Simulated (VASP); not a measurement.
TePd, 4 atoms in the cell. It takes space group P6_3/mmc (No. 194, hexagonal). Conventional cell: a = 4.383 Å, b = 4.383 Å, c = 5.089 Å, α = 90.00°, β = 90.00°, γ = 120.00°. Te (site symmetry -6m2) has 6 Pd at 2.83 Å and 6 Te at 3.59 Å within 3.7 Å. Within 3.4 Å of Pd (site symmetry -3m) lie 2 Pd at 2.54 Å and 6 Te at 2.83 Å.  This cell differs from its parent crystal: ratio of the length along z to the lengths across it x 0.85, volume and fractional coordinates fixed.

* Program: VASP 6.6.1
* Task: single point
* Functional: PBEsol
* Potentials or basis: VASP PAW PBE potentials, release 64 (Te, Pd)
* Cutoff: 520 eV
* k mesh: 12 × 12 × 10
* Occupations: gaussian, width 0.15 eV
* Spin: no spin polarisation
* Dipole correction: no
* Further INCAR settings: ALGO = Normal; EDIFF = 1e-07; NBANDS = 24

Potentials or basis: VASP PAW PBE potentials, release 64 (Te, Pd).

The run is started by

```sh
$ cat potpaw_PBE.64/Te/POTCAR potpaw_PBE.64/Pd/POTCAR > POTCAR
$ mpirun -np 1 vasp_std > vasp.out
```

Hardware: 1 thread of Intel Xeon 8259CL (shared host).

Question: Estimate the wall time of this run.

Answer: Run time: 6.1 min on 1 thread of Intel Xeon 8259CL (shared host), peak memory 0.36 GiB. Counts: scf iterations 16, k points 114.
